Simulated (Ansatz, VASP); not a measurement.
## One calculation of AlRu, two programs

```
Ru Al
1.0
     2.97000    0.00000    0.00000
     0.00000    2.97000    0.00000
     0.00000    0.00000    2.97000
Ru Al
1 1
Cartesian
  0.0000 0.0000 0.0000
  1.4850 1.4850 1.4850
```

Alike in both runs: task single point; functional PBE; k mesh 14 × 14 × 14; occupations gaussian, width 0.1 eV; no spin polarisation.

|  | VASP | Ansatz |
| --- | --- | --- |
| version | VASP 6.6.1 | Ansatz 0.2.0 |
| potentials or method | VASP PAW PBE potentials, release 64 (Ru_pv, Al), cutoff 500 eV | scalar-relativistic, plane waves, PAW |
| valence electrons in the cell | 17 | 19 |

|  | VASP | Ansatz | Ansatz less VASP |
| --- | --- | --- | --- |
| gap on the k mesh at the Fermi level (eV) | none | none | - |
| pressure (GPa) | 7.5 | 7.5 | -0.04 |

A gap of «none» marks a metal or a gap that the smearing closes. The functional is the same, so the differences come from potentials, cutoffs and numerics. VASP's potentials hold 17 valence electrons a cell and Ansatz's 19, so a difference there can come from the potentials and not from the codes.
